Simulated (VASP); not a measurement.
# MnO2 (R-3m) in VASP: single point with LDA

Aim: the single point of MnO2 with LDA.

Everything below comes from runs of VASP 6.6.1. Logs are shortened: lines on timing, memory, paths and dates and some standing lists are left out, and cuts for length are marked.

**1. The cell of the first run**

Symmetry: R-3m, No. 166, trigonal system. Conventional cell: a = 2.857 Å, b = 2.857 Å, c = 13.752 Å, α = 90.00°, β = 90.00°, γ = 120.00°. Mn (site symmetry -3m) has 6 O at 1.90 Å within 2.5 Å. O (site symmetry 3m) has 3 Mn at 1.90 Å and 3 O at 2.51 Å within 2.6 Å.

**2. Single point, LDA, collinear spin, ferromagnetic start**

The input, INCAR:

```
ALGO     = Normal         # electronic algorithm
EDIFF    = 1E-6           # SCF threshold, eV
ENCUT    = 700            # plane-wave cutoff, eV
GGA      = CA             # functional
GGA_COMPAT= False        
ISIF     = 2              # what is computed and relaxed
ISMEAR   = 1              # smearing method
ISPIN    = 2              # spin polarisation
LASPH    = True           # aspherical terms in the spheres
LCHARG   = True           # write CHGCAR
LELF     = True           # ELF
LMAXMIX  = 4              # l up to which the mixer works
LORBIT   = 11             # projections on sites
LREAL    = False          # projectors in reciprocal space
LVHAR    = True         
LWAVE    = False          # write WAVECAR
MAGMOM   = 2.74 0 0       # initial moments
NBANDS   = 24             # bands
NELM     = 200            # most SCF steps
PREC     = Accurate       # precision mode
SIGMA    = 0.06802846561497 # smearing width, eV
```

The input, KPOINTS:

```
k-points
0
Gamma
  3 3 3
```

The input, POSCAR:

```
MnO2
1.0
    1.4284348394      0.8247072390      4.5839315268
   -1.4284348394      0.8247072390      4.5839315268
    0.0000000000     -1.6494144781      4.5839315268
Mn O
1 2
Direct
    0.0000000000      0.0000000000      0.0000000000
    0.2643644900      0.2643644900      0.2643644900
    0.7356355100      0.7356355100      0.7356355100
```

Potentials or basis: VASP PAW LDA potentials, release 64 (Mn_sv, O).

Launch:

```bash
cat potpaw_LDA.64/Mn_sv/POTCAR potpaw_LDA.64/O/POTCAR > POTCAR
mpirun -np 1 vasp_std > vasp.out
```

OUTCAR:

```text
EDIFF = 1E-6
   ENCUT = 700
   GGA = CA
   ISIF = 2
   ISMEAR = 1
   ISPIN = 2
   LASPH = True
   LORBIT = 11
   LREAL = False
   NELM = 200
   PREC = Accurate

 ion  position               nearest neighbor table
   1  0.000  0.000  0.000-   3 1.90   2 1.90   3 1.90   3 1.90   2 1.90   2 1.90
   2  0.264  0.264  0.264-   1 1.90   1 1.90   1 1.90
   3  0.736  0.736  0.736-   1 1.90   1 1.90   1 1.90

  LATTYP: Found a trigonal (rhomboedric) cell.
 ALAT       =     4.8716523237
 COS(alpha) =     0.8280515398

  Lattice vectors:

 A1 = (   1.4284348394,   0.8247072390,   4.5839315268)
 A2 = (  -1.4284348394,   0.8247072390,   4.5839315268)
 A3 = (   0.0000000000,  -1.6494144781,   4.5839315268)

Analysis of symmetry for initial positions (statically):
=====================================================================
 Subroutine PRICEL returns:
 Original cell was already a primitive cell.

 Routine SETGRP: Setting up the symmetry group for a
 trigonal (rhombohedral) supercell.

 Subroutine GETGRP returns: Found 12 space group operations
 (whereof 12 operations were pure point group operations)
 out of a pool of 12 trial point group operations.

The static configuration has the point symmetry D_3d.

Analysis of symmetry for dynamics (positions and initial velocities):
=====================================================================
 Subroutine PRICEL returns:
 Original cell was already a primitive cell.

 Routine SETGRP: Setting up the symmetry group for a
 trigonal (rhombohedral) supercell.

 Subroutine GETGRP returns: Found 12 space group operations
 (whereof 12 operations were pure point group operations)
 out of a pool of 12 trial point group operations.

The dynamic configuration has the point symmetry D_3d.

Analysis of structural, dynamic, and magnetic symmetry:
=====================================================================
 Subroutine PRICEL returns:
 Original cell was already a primitive cell.

 Routine SETGRP: Setting up the symmetry group for a
 trigonal (rhombohedral) supercell.

 Subroutine GETGRP returns: Found 12 space group operations
 (whereof 12 operations were pure point group operations)
 out of a pool of 12 trial point group operations.

The overall configuration has the point symmetry D_3d.

 Subroutine INISYM returns: Found 12 space group operations
 (whereof 12 operations are pure point group operations),
 and found     1 'primitive' translations

----------------------------------------------------------------------------------------

                                     Primitive cell

  volume of cell :      32.4003

  direct lattice vectors                    reciprocal lattice vectors
     1.428434839  0.824707239  4.583931527     0.350033468  0.202091917  0.072717782
    -1.428434839  0.824707239  4.583931527    -0.350033468  0.202091917  0.072717782
     0.000000000 -1.649414478  4.583931527     0.000000000 -0.404183833  0.072717782

  length of vectors
     4.871652324  4.871652324  4.871652324     0.410673163  0.410673163  0.410673163

  position of ions in fractional coordinates (direct lattice)
     0.000000000  0.000000000  0.000000000
     0.264364490  0.264364490  0.264364490
     0.735635510  0.735635510  0.735635510

  ion indices of the primitive-cell ions
   primitive index   ion index
                 1           1
                 2           2
                 3           3

----------------------------------------------------------------------------------------

 KPOINTS: k-points

Automatic generation of k-mesh.
 Grid dimensions read from file:
 generate k-points for:    3    3    3

 Generating k-lattice:

  Cartesian coordinates                     Fractional coordinates (reciprocal lattice)
     0.116677823  0.067363972  0.024239261     0.333333333 -0.000000000 -0.000000000
    -0.116677823  0.067363972  0.024239261    -0.000000000  0.333333333 -0.000000000
     0.000000000 -0.134727944  0.024239261    -0.000000000 -0.000000000  0.333333333

  Length of vectors
     0.136891054  0.136891054  0.136891054

  Shift w.r.t. Gamma in fractional coordinates (k-lattice)
     0.000000000  0.000000000  0.000000000

 Subroutine IBZKPT returns following result:
 ===========================================

 Found      6 irreducible k-points:

 Following reciprocal coordinates:
            Coordinates               Weight
  0.000000  0.000000  0.000000      1.000000
  0.333333  0.000000 -0.000000      6.000000
  0.333333  0.333333 -0.000000      6.000000
 -0.333333  0.333333  0.000000      6.000000
  0.333333  0.333333  0.333333      2.000000
 -0.333333  0.333333  0.333333      6.000000
   k-points           NKPTS =      6   k-points in BZ     NKDIM =      6   number of bands    NBANDS=     24
   number of dos      NEDOS =    301   number of ions     NIONS =      3
   total plane-waves  NPLWV =  74088
   dimension x,y,z NGX =    42 NGY =   42 NGZ =   42
   dimension x,y,z NGXF=    84 NGYF=   84 NGZF=   84
   ions per type =               1   2
   NGX,Y,Z   is equivalent  to a cutoff of  14.33, 14.33, 14.33 a.u.
   NGXF,Y,Z  is equivalent  to a cutoff of  28.67, 28.67, 28.67 a.u.
 SYSTEM =  unknown system
   PREC   = accura    normal or accurate (medium, high low for compatibility)
   ISTART =      0    job   : 0-new  1-cont  2-samecut
   ICHARG =      2    charge: 1-file 2-atom 10-const
   ISPIN  =      2    spin polarized calculation?
   LNONCOLLINEAR =      F non collinear calculations
   LSORBIT =      F    spin-orbit coupling
   LASPH  =      T    aspherical Exc in radial PAW
   ENCUT  =  700.0 eV  51.45 Ry    7.17 a.u.  10.51 10.51 10.51*2*pi/ulx,y,z
   NELM   =    200;   NELMIN=  2; NELMDL= -5     # of ELM steps
   EDIFF  = 0.1E-05   stopping-criterion for ELM
   LREAL  =      F    real-space projection
   EDIFFG = 0.1E-04   stopping-criterion for IOM
   NSW    =      0    number of steps for IOM
   IBRION =     -1    ionic relax: 0-MD 1-quasi-New 2-CG
   NFREE  =      0    steps in history (QN), initial steepest desc. (CG)
   ISIF   =      2    stress and relaxation
   ISYM   =      2    0-nonsym 1-usesym 2-fastsym
   POTIM  = 0.5000    time-step for ionic-motion
   TEBEG  =    0.0;   TEEND  =   0.0 temperature during run
   PSTRESS=    0.0 pullay stress
   NELECT =      27.0000    total number of electrons
   NUPDOWN=      -1.0000    fix difference up-down
   EMIN   =  10.00;   EMAX   =-10.00  energy-range for DOS
   EFERMI =   0.00;   METHOD = LEGACY
   ISMEAR =     1;   SIGMA  =   0.07  broadening in eV -4-tet -1-fermi 0-gaus
   EFERMI_NEDOS =   21; number of points for ismear=-14 and -15
   IALGO  =     38    algorithm
   IMIX   =      4    mixing-type and parameters
     AMIX     =   0.40;   BMIX     =  1.00
     AMIX_MAG =   1.60;   BMIX_MAG =  1.00
  volume/ion in A,a.u.               =      10.80        72.88
  Fermi-wavevector in a.u.,A,eV,Ry     =   1.540563  2.911243 32.291187  2.373335
  Thomas-Fermi vector in A             =   2.646633
   LORBIT       =     11    0 simple, 1 ext, 2 COOP (PROOUT), +10 PAW based schemes
   GGA     = CA    functional components
   LHFCALC =     F    Hartree Fock is set to
   AEXX    =    0.0000 exact exchange contribution
   IVDW    =     0    specifies the selected vdW correction
   LEPSILON=     F    determine dielectric tensor
   LRPA    =     F    only Hartree local field effects (RPA)
 spin polarized calculation
 Methfessel and Paxton  Order N= 1 SIGMA  =   0.07
  energy-cutoff  :      700.00
  volume of cell :       32.40
 maximum number of plane-waves:      1375
 NGX is ok and might be reduce to    42
   NGX = 21   NGY = 21   NGZ = 21

 number of electron      27.0000001 magnetization       3.0000669

 Free energy of the ion-electron system (eV)
  ---------------------------------------------------
  ext. energy  EPLUGINS =         0.00000000
  ---------------------------------------------------
  free energy    TOTEN  =       -26.24037513 eV

  energy without entropy =      -26.24052121  energy(sigma->0) =      -26.24042382

 E-fermi :   4.2519     XC(G=0): -11.5016

 val. band max:        4.1945933696   @ k =   0.3333   0.3333   0.3333
 cond. band min:       4.6442106627   @ k =   0.0000   0.0000   0.0000
 fundamental gap:      0.4496172931
 Fermi energy:         4.2518653119

 spin component 1

 k-point     1 :       0.0000    0.0000    0.0000
  band No.  band energies     occupation
      1     -76.4717      1.00000
      2     -45.6063      1.00000
      3     -45.6023      1.00000
      4     -45.6023      1.00000
      5     -15.3128      1.00000
      6     -12.8817      1.00000
[... 16 lines left out ...]
     23      25.5857      0.00000
     24      26.7964      0.00000
[... 111 lines left out ...]
      1     -76.4568      1.00000
      2     -45.7310      1.00000
      3     -45.6314      1.00000
      4     -45.5850      1.00000
      5     -14.0713      1.00000
      6     -13.3186      1.00000
[... 16 lines left out ...]
     23      22.4978      0.00000
     24      24.9785      0.00000
 Fermi energy:         4.2518653119

 spin component 2

 k-point     1 :       0.0000    0.0000    0.0000
  band No.  band energies     occupation
      1     -73.5153      1.00000
      2     -42.7900      1.00000
      3     -42.7900      1.00000
      4     -42.6430      1.00000
      5     -15.1201      1.00000
      6     -12.7357      1.00000
[... 16 lines left out ...]
     23      25.9423      0.00000
     24      27.5424      0.00000
[... 112 lines left out ...]
      2     -42.9417      1.00000
      3     -42.8235      1.00000
      4     -42.6164      1.00000
      5     -13.8877      1.00000
      6     -13.1491      1.00000
[... 16 lines left out ...]
     23      23.1064      0.00000
     24      25.6647      0.00000

------------------------ aborting loop because EDIFF is reached ----------------------------------------

  FORCE on cell =-STRESS in cart. coord.  units (eV):
  Direction    XX          YY          ZZ          XY          YZ          ZX
  --------------------------------------------------------------------------------------
  -------------------------------------------------------------------------------------
  Total       -1.8772955     -1.8772955     -1.2947478      0.0000000      0.0000000     -0.0000000
  in kB      -92.8311242    -92.8311242    -64.0244916      0.0000000      0.0000000     -0.0000000
  external PRESSURE =     -83.2289133 kB  Pullay stress =       0.0000000 kB

 VOLUME and BASIS-vectors are now :
 -----------------------------------------------------------------------------
  energy-cutoff  :      700.00
  volume of cell :       32.40
      direct lattice vectors                 reciprocal lattice vectors
     1.428434839  0.824707239  4.583931527     0.350033468  0.202091917  0.072717782
    -1.428434839  0.824707239  4.583931527    -0.350033468  0.202091917  0.072717782
     0.000000000 -1.649414478  4.583931527     0.000000000 -0.404183833  0.072717782

 POSITION                                       TOTAL-FORCE (eV/Angst)
 -----------------------------------------------------------------------------------
      0.00000      0.00000      0.00000         0.000000     -0.000000      0.000000
      0.00000     -0.00000      3.63549         0.000000     -0.000000      0.494361
      0.00000     -0.00000     10.11631         0.000000      0.000000     -0.494361
 -----------------------------------------------------------------------------------
    total drift:                               -0.000000     -0.000000      0.000000

  FREE ENERGIE OF THE ION-ELECTRON SYSTEM (eV)
  ---------------------------------------------------
  free  energy   TOTEN  =       -26.2403751305 eV

  energy  without entropy=      -26.2405212136  energy(sigma->0) =      -26.24042382

 total charge

# of ion       s       p       d       tot
------------------------------------------
    1        2.206   6.114   4.479  12.799
    2        1.565   3.400   0.000   4.966
    3        1.565   3.400   0.000   4.966
--------------------------------------------------
tot          5.337  12.915   4.479  22.731

 magnetization (x)

# of ion       s       p       d       tot
------------------------------------------
    1        0.022   0.017   2.666   2.705
    2        0.005   0.039   0.000   0.044
    3        0.005   0.039   0.000   0.044
--------------------------------------------------
tot          0.032   0.095   2.666   2.794
```

Run time: 46 s. Hardware: 1 thread of Intel Xeon Platinum 8375C at 2.90GHz (Ice Lake), shared host; peak memory 0.22 GiB.

Results:

| Property | Result |
| --- | --- |
| Free energy | -26.2404 eV |
| Pressure | -8.3 GPa |
| Largest force | 0.494 eV/Å |
| Band gap on the k mesh | 0.45 eV |
| Net moment | 3.00 μB per cell |
| Site moments | Mn +2.71; O +0.04 μB |
| Valence electrons inside the program's atomic spheres | Mn 12.80; O 4.97 |

Forces on the atoms (eV/Å):
```
Mn   0.000  0.000  0.000
O    0.000  0.000  0.494
O    0.000  0.000 -0.494
```

Stress tensor (GPa, compression positive):
```
-9.28  0.00  0.00
 0.00 -9.28  0.00
 0.00  0.00 -6.40
```

Caveat: the k points lie up to 0.86 Å⁻¹ apart, too coarse for converged energies, forces and pressures; semilocal functionals underestimate gaps, and a narrow one can read as zero; a cell with one magnetic atom can't hold antiferromagnetic order, which such compounds often take. A k mesh can miss the band edges.
